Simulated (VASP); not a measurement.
Input of a VASP 6.6.1 run:

INCAR

```
PREC = Accurate
ENCUT = 600
EDIFF = 1E-6
ISMEAR = -1
SIGMA = 0.15
LREAL = False
LASPH = True
NELM = 120
ALGO = Normal
ISIF = 2
LWAVE = False
LCHARG = False
NBANDS = 22
GGA_COMPAT = False
```

File KPOINTS:

```
Automatic mesh
0
Gamma
  14 14 12
```

POSCAR

```
TaRu
1.0
    3.0255796688      0.0000000000      0.0000000000
    0.0000000000      3.0255796688      0.0000000000
    0.0000000000      0.0000000000      3.3846520968
Ta Ru
1 1
Direct
    0.5000000000      0.5000000000      0.5000000000
    0.0000000000      0.0000000000      0.0000000000
```

Potentials or basis: VASP PAW LDA potentials, release 64 (Ta_sv_GW, Ru_sv).

Run with:

```console
$ cat potpaw_LDA.64/Ta_sv_GW/POTCAR potpaw_LDA.64/Ru_sv/POTCAR > POTCAR
$ mpirun -np 1 vasp_std > vasp.out
```

Task: Predict the pressure.

Result: -4.9 GPa.
